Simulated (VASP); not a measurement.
A run of VASP 6.6.1:

File INCAR:

```
SYSTEM = MgZn3O4
PREC = Accurate ; ENCUT = 520
EDIFF = 1E-6 ; ISMEAR = -1
SIGMA = 0.05 ; LREAL = .False.
LASPH = .True. ; NELM = 120
ALGO = Normal ; ISIF = 2
LWAVE = .False. ; LCHARG = .False.
GGA = PS ; NBANDS = 41
GGA_COMPAT = .False.
```

Contents of KPOINTS:

```
Automatic mesh
0
Gamma
  6 6 2
  0 0 0
```

File POSCAR:

```
MgZn3O4
1.0
    3.2299240000      0.0000000000      0.0000000000
   -1.6149620000      2.7971960000      0.0000000000
    0.0000000000      0.0000000000     10.5307690000
Zn O Mg
3 4 1
Direct
    0.6666670000      0.3333330000      0.2468630000
    0.6666670000      0.3333330000      0.7420320000
    0.3333330000      0.6666670000      0.4944480000
    0.3333330000      0.6666670000      0.1869060000
    0.3333330000      0.6666670000      0.6820760000
    0.6666670000      0.3333330000      0.4344910000
    0.6666670000      0.3333330000      0.9296610000
    0.3333330000      0.6666670000      0.9919570000
```

Potentials or basis: VASP PAW PBE potentials, release 64 (Zn, O, Mg).

The run is started by

```console
$ cat potpaw_PBE.64/Zn/POTCAR potpaw_PBE.64/O/POTCAR potpaw_PBE.64/Mg/POTCAR > POTCAR
$ mpirun -np 1 vasp_std > vasp.out
```

Hardware: 1 thread of Intel Xeon 8259CL (shared host).

Q: Estimate the wall time of this run.

A: Wall time 81 s on 1 thread of Intel Xeon 8259CL, on a shared host, peak memory 0.22 GiB. Counts: scf iterations 15, k points 14.
